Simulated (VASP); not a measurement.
# Ir (Fm-3m) in VASP: a series of runs

Runs on Ir. Level: PBEsol. Tasks: single point, relaxation of cell and atoms.

All numbers are computed with VASP 6.6.1; they aren't measurements. Logs are shortened: lines on timing, memory, paths and dates and some standing lists are left out, and cuts for length are marked.

**1. The cell of the first run**

The structure is cubic, space group Fm-3m (No. 225). Conventional cell: a = 3.832 Å, b = 3.832 Å, c = 3.832 Å, α = 90.00°, β = 90.00°, γ = 90.00°. Ir (site symmetry m-3m) has 12 Ir at 2.71 Å within 3.6 Å.

**2. Single point, PBEsol**

Contents of INCAR:

```
SYSTEM = Ir
ALGO = Normal
EDIFF = 1E-7
ENCUT = 520
GGA = PS
ISIF = 2
ISMEAR = -1
LASPH = .TRUE.
LCHARG = .TRUE.
LELF = .TRUE.
LREAL = .FALSE.
LVHAR = .TRUE.
LWAVE = .FALSE.
NBANDS = 10
NELM = 80
PREC = Accurate
SIGMA = 0.05
```

Contents of KPOINTS:

```
k-points
0
G
  11 11 11
  0 0 0
```

Contents of POSCAR:

```
Ir
1.0
    0.0000000000      1.9160386025      1.9160386025
    1.9160386025      0.0000000000      1.9160386025
    1.9160386025      1.9160386025      0.0000000000
Ir
1
Direct
    0.0000000000      0.0000000000      0.0000000000
```

Potentials or basis: VASP PAW PBE potentials, release 64 (Ir).

Command:

```console
cat potpaw_PBE.64/Ir/POTCAR > POTCAR
mpirun -np 1 vasp_std > vasp.out
```

OUTCAR:

```text
SYSTEM = Ir
   EDIFF = 1E-7
   ENCUT = 520
   GGA = PS
   ISIF = 2
   ISMEAR = -1
   LASPH = .TRUE.
   LREAL = .FALSE.
   NELM = 80
   PREC = Accurate

 ion  position               nearest neighbor table
   1  0.000  0.000  0.000-

  LATTYP: Found a face centered cubic cell.
 ALAT       =     3.8320772050

  Lattice vectors:

 A1 = (   0.0000000000,   1.9160386025,   1.9160386025)
 A2 = (   1.9160386025,   0.0000000000,   1.9160386025)
 A3 = (   1.9160386025,   1.9160386025,   0.0000000000)

Analysis of symmetry for initial positions (statically):
=====================================================================
 Subroutine PRICEL returns:
 Original cell was already a primitive cell.

 Routine SETGRP: Setting up the symmetry group for a
 face centered cubic supercell.

 Subroutine GETGRP returns: Found 48 space group operations
 (whereof 48 operations were pure point group operations)
 out of a pool of 48 trial point group operations.

The static configuration has the point symmetry O_h .

Analysis of symmetry for dynamics (positions and initial velocities):
=====================================================================
 Subroutine PRICEL returns:
 Original cell was already a primitive cell.

 Routine SETGRP: Setting up the symmetry group for a
 face centered cubic supercell.

 Subroutine GETGRP returns: Found 48 space group operations
 (whereof 48 operations were pure point group operations)
 out of a pool of 48 trial point group operations.

The dynamic configuration has the point symmetry O_h .

 Subroutine INISYM returns: Found 48 space group operations
 (whereof 48 operations are pure point group operations),
 and found     1 'primitive' translations

----------------------------------------------------------------------------------------

                                     Primitive cell

  volume of cell :      14.0683

  direct lattice vectors                    reciprocal lattice vectors
     0.000000000  1.916038603  1.916038603    -0.260955076  0.260955076  0.260955076
     1.916038603  0.000000000  1.916038603     0.260955076 -0.260955076  0.260955076
     1.916038603  1.916038603  0.000000000     0.260955076  0.260955076 -0.260955076

  length of vectors
     2.709687778  2.709687778  2.709687778     0.451987451  0.451987451  0.451987451

  position of ions in fractional coordinates (direct lattice)
[... 79 lines left out ...]
   EDIFFG = 0.1E-05   stopping-criterion for IOM
   NSW    =      0    number of steps for IOM
   IBRION =     -1    ionic relax: 0-MD 1-quasi-New 2-CG
   NFREE  =      0    steps in history (QN), initial steepest desc. (CG)
   ISIF   =      2    stress and relaxation
   ISYM   =      2    0-nonsym 1-usesym 2-fastsym
   POTIM  = 0.5000    time-step for ionic-motion
   TEBEG  =    0.0;   TEEND  =   0.0 temperature during run
   PSTRESS=    0.0 pullay stress
   NELECT =       9.0000    total number of electrons
   NUPDOWN=      -1.0000    fix difference up-down
   EMIN   =  10.00;   EMAX   =-10.00  energy-range for DOS
   EFERMI =   0.00;   METHOD = LEGACY
   ISMEAR =    -1;   SIGMA  =   0.05  broadening in eV -4-tet -1-fermi 0-gaus
   EFERMI_NEDOS =   21; number of points for ismear=-14 and -15
   IALGO  =     38    algorithm
   IMIX   =      4    mixing-type and parameters
     AMIX     =   0.40;   BMIX     =  1.00
     AMIX_MAG =   1.60;   BMIX_MAG =  1.00
  volume/ion in A,a.u.               =      14.07        94.94
  Fermi-wavevector in a.u.,A,eV,Ry     =   1.410614  2.665673 27.073292  1.989831
  Thomas-Fermi vector in A             =   2.532549
   LORBIT       =      0    0 simple, 1 ext, 2 COOP (PROOUT), +10 PAW based schemes
   GGA     = PS    functional components
   LHFCALC =     F    Hartree Fock is set to
   AEXX    =    0.0000 exact exchange contribution
   IVDW    =     0    specifies the selected vdW correction
   LEPSILON=     F    determine dielectric tensor
   LRPA    =     F    only Hartree local field effects (RPA)
 non-spin polarized calculation
  energy-cutoff  :      520.00
  volume of cell :       14.07
 maximum number of plane-waves:       388
   NGX =  9   NGY =  9   NGZ =  9

 number of electron       9.0000000 magnetization

 Free energy of the ion-electron system (eV)
  ---------------------------------------------------
  ext. energy  EPLUGINS =         0.00000000
  ---------------------------------------------------
  free energy    TOTEN  =        -9.79744263 eV

  energy without entropy =       -9.78408747  energy(sigma->0) =       -9.79076505

 E-fermi :  10.2738     XC(G=0): -14.1351

 val. band max:       10.2638898251   @ k =   0.2727   0.2727   0.0000
 cond. band min:      10.2825755584   @ k =   0.3636   0.2727   0.0000
 fundamental gap:      0.0186857333
 Fermi energy:        10.2738192561

 k-point     1 :       0.0000    0.0000    0.0000
  band No.  band energies     occupation
      1      -0.9074      2.00000
      2       6.4036      2.00000
      3       6.4036      2.00000
      4       6.4036      2.00000
      5       9.1458      2.00000
      6       9.1458      2.00000
      7      24.6491      0.00000
      8      30.2606      0.00000
      9      30.2606      0.00000
     10      30.2606      0.00000
[... 287 lines left out ...]
 k-point    24 :      -0.1818    0.1818    0.0000
  band No.  band energies     occupation
      1       2.3092      2.00000
      2       5.2290      2.00000
      3       6.5819      2.00000
      4       7.8515      2.00000
      5       7.9177      2.00000
      6      11.0178      0.00000
      7      24.5084      0.00000
      8      27.6872      0.00000
      9      29.9102      0.00000
     10      30.7759      0.00000

 [... further k-points ...]

------------------------ aborting loop because EDIFF is reached ----------------------------------------

  FORCE on cell =-STRESS in cart. coord.  units (eV):
  Direction    XX          YY          ZZ          XY          YZ          ZX
  --------------------------------------------------------------------------------------
  -------------------------------------------------------------------------------------
  Total        0.0887246      0.0887246      0.0887246     -0.0000000      0.0000000     -0.0000000
  in kB       10.1044277     10.1044277     10.1044277     -0.0000000      0.0000000     -0.0000000
  external PRESSURE =      10.1044277 kB  Pullay stress =       0.0000000 kB

 VOLUME and BASIS-vectors are now :
 -----------------------------------------------------------------------------
  energy-cutoff  :      520.00
  volume of cell :       14.07
      direct lattice vectors                 reciprocal lattice vectors
     0.000000000  1.916038603  1.916038603    -0.260955076  0.260955076  0.260955076
     1.916038603  0.000000000  1.916038603     0.260955076 -0.260955076  0.260955076
     1.916038603  1.916038603  0.000000000     0.260955076  0.260955076 -0.260955076

 POSITION                                       TOTAL-FORCE (eV/Angst)
 -----------------------------------------------------------------------------------
      0.00000      0.00000      0.00000        -0.000000     -0.000000     -0.000000
 -----------------------------------------------------------------------------------
    total drift:                                0.000000      0.000000      0.000000

  FREE ENERGIE OF THE ION-ELECTRON SYSTEM (eV)
  ---------------------------------------------------
  free  energy   TOTEN  =        -9.7974426312 eV

  energy  without entropy=       -9.7840874726  energy(sigma->0) =       -9.79076505
```

OSZICAR:

```text
N       E                     dE             d eps       ncg     rms          rms(c)
DAV:   1     0.477416511539E+02    0.47742E+02   -0.42542E+03  1144   0.802E+02
DAV:   2    -0.951961847358E+01   -0.57261E+02   -0.54556E+02  1158   0.195E+02
DAV:   3    -0.104240149387E+02   -0.90440E+00   -0.90037E+00  1294   0.301E+01
DAV:   4    -0.104324423553E+02   -0.84274E-02   -0.84262E-02  1286   0.270E+00
DAV:   5    -0.104326065900E+02   -0.16423E-03   -0.16423E-03  1328   0.355E-01    0.161E+01
DAV:   6    -0.990126602177E+01    0.53134E+00   -0.92386E-01  1244   0.117E+01    0.637E+00
DAV:   7    -0.980462497472E+01    0.96641E-01   -0.28410E-01  1322   0.592E+00    0.149E+00
DAV:   8    -0.980255320826E+01    0.20718E-02   -0.20464E-03  1194   0.449E-01    0.124E+00
DAV:   9    -0.979745164225E+01    0.51016E-02   -0.27014E-03  1226   0.754E-01    0.333E-02
DAV:  10    -0.979744098198E+01    0.10660E-04   -0.17518E-05  1606   0.464E-02    0.202E-02
DAV:  11    -0.979744259935E+01   -0.16174E-05   -0.12775E-06  1228   0.741E-03    0.239E-03
DAV:  12    -0.979744263122E+01   -0.31876E-07   -0.23480E-08   774   0.170E-03
   1 F= -.97974426E+01 E0= -.97907651E+01  d E =-.133552E-01
```

Run time: 12 s. Hardware: 1 thread of Intel Xeon 8259CL, shared host; peak memory 0.13 GiB.

Results:

```yaml
Free_energy: -9.7974 eV
Pressure: 1.0 GPa
Band_gap_on_the_k_mesh: zero (an odd number of electrons rules out a gap without spin polarisation)
```

Levels at points of the mesh, in eV from the Fermi level:
| k point | band 2 | band 3 | band 4 | band 5 | band 6 | band 7 |
| --- | --- | --- | --- | --- | --- | --- |
| (0.00, 0.00, 0.00) | -3.87 | -3.87 | -3.87 | -1.13 | -1.13 | 14.38 |

Caveat: the PAW data sets were made with another functional, which shifts forces and pressure a little; spin-orbit coupling is left out, which moves the levels of the heavy elements.

**3. Relaxation of cell and atoms, PBEsol**

Contents of INCAR:

```
  PREC = Accurate
  ENCUT = 600
  EDIFF = 1E-6
  ISMEAR = -1
  SIGMA = 0.05
  LREAL = F
  LASPH = T
  NELM = 100
  ALGO = Normal
  ISIF = 3
  LWAVE = F
  LCHARG = F
  GGA = PS
  IBRION = 2
  NSW = 60
  EDIFFG = -0.02
```

Contents of KPOINTS:

```
regular mesh
0
Gamma
  11 11 11
```

Contents of POSCAR:

```
Ir
1.0
    0.0000000000      1.9156000000      1.9156000000
    1.9156000000      0.0000000000      1.9156000000
    1.9156000000      1.9156000000      0.0000000000
Ir
1
Direct
    0.0000000000      0.0000000000      0.0000000000
```

Potentials or basis: VASP PAW PBE potentials, release 64 (Ir).

Command:

```console
cat potpaw_PBE.64/Ir/POTCAR > POTCAR
mpirun -np 1 vasp_std > vasp.out
```

OUTCAR:

```text
PREC = Accurate
   ENCUT = 600
   EDIFF = 1E-6
   ISMEAR = -1
   LREAL = F
   LASPH = T
   NELM = 100
   ISIF = 3
   GGA = PS
   IBRION = 2
   NSW = 60
   EDIFFG = -0.02

 ion  position               nearest neighbor table
   1  0.000  0.000  0.000-

  LATTYP: Found a face centered cubic cell.
 ALAT       =     3.8312000000

  Lattice vectors:

 A1 = (   0.0000000000,   1.9156000000,   1.9156000000)
 A2 = (   1.9156000000,   0.0000000000,   1.9156000000)
 A3 = (   1.9156000000,   1.9156000000,   0.0000000000)

Analysis of symmetry for initial positions (statically):
=====================================================================
 Subroutine PRICEL returns:
 Original cell was already a primitive cell.

 Routine SETGRP: Setting up the symmetry group for a
[... 251 lines left out ...]
 fundamental gap:      0.0193727271
 Fermi energy:        10.2260771802

 k-point     1 :       0.0000    0.0000    0.0000
  band No.  band energies     occupation
      1      -0.9258      2.00000
      2       6.3721      2.00000
      3       6.3721      2.00000
      4       6.3721      2.00000
      5       9.1023      2.00000
      6       9.1023      2.00000
      7      24.6069      0.00000
      8      30.2018      0.00000
[... 243 lines left out ...]
 k-point    24 :      -0.1818    0.1818    0.0000
  band No.  band energies     occupation
      1       2.2833      2.00000
      2       5.2023      2.00000
      3       6.5503      2.00000
      4       7.8144      2.00000
      5       7.8807      2.00000
      6      10.9662      0.00000
      7      24.4412      0.00000
      8      27.6060      0.00000

 [... further k-points ...]

------------------------ aborting loop because EDIFF is reached ----------------------------------------

  FORCE on cell =-STRESS in cart. coord.  units (eV):
  Direction    XX          YY          ZZ          XY          YZ          ZX
  --------------------------------------------------------------------------------------
  -------------------------------------------------------------------------------------
  Total       -0.0009375     -0.0009375     -0.0009375     -0.0000000     -0.0000000      0.0000000
  in kB       -0.1064769     -0.1064769     -0.1064769     -0.0000000     -0.0000000      0.0000000
  external PRESSURE =      -0.1064769 kB  Pullay stress =       0.0000000 kB
[... 16 lines left out ...]
  FREE ENERGIE OF THE ION-ELECTRON SYSTEM (eV)
  ---------------------------------------------------
  free  energy   TOTEN  =        -9.7976100729 eV

  energy  without entropy=       -9.7842080298  energy(sigma->0) =       -9.79090905

 reached required accuracy - stopping structural energy minimisation
```

Wall time 25 s (1 thread of Intel Xeon 8259CL, shared host); peak memory 0.15 GiB.

Results:

* Free energy: -9.7976 eV
* Relaxed volume: 14.11 Å³/atom
* Relaxed cell: a = 2.712 Å, b = 2.712 Å, c = 2.712 Å, α = 60.00°, β = 60.00°, γ = 60.00°
* Space group after relaxing (to 0.1 Å): Fm-3m (No. 225)
* Energy gained by relaxing: 0.2 meV/atom
* Ionic steps: 3
* Pressure after relaxing: 0.0 GPa
* Band gap on the k mesh: zero (an odd number of electrons rules out a gap without spin polarisation)

The path:
```csv
step,energy change (eV),largest force (eV/Å),pressure (GPa),volume (Å³)
1,0.0000,0.0000,1.29,14.06
2,0.0026,0.0000,-4.85,14.29
3,-0.0002,0.0000,-0.01,14.11
```

Final structure:
```cif
data_structure
_symmetry_space_group_name_H-M 'P 1'
_symmetry_Int_Tables_number 1
_cell_length_a 2.7122
_cell_length_b 2.7122
_cell_length_c 2.7122
_cell_angle_alpha 60.000
_cell_angle_beta 60.000
_cell_angle_gamma 60.000
_cell_volume 14.11
loop_
_atom_site_label
_atom_site_type_symbol
_atom_site_fract_x
_atom_site_fract_y
_atom_site_fract_z
_atom_site_occupancy
Ir1 Ir 0.00000 0.00000 0.00000 1
```

Caveat: the PAW data sets were made with another functional, which shifts forces and pressure a little; spin-orbit coupling is left out, which moves the levels of the heavy elements. Zero-point motion and thermal expansion aren't in these numbers.
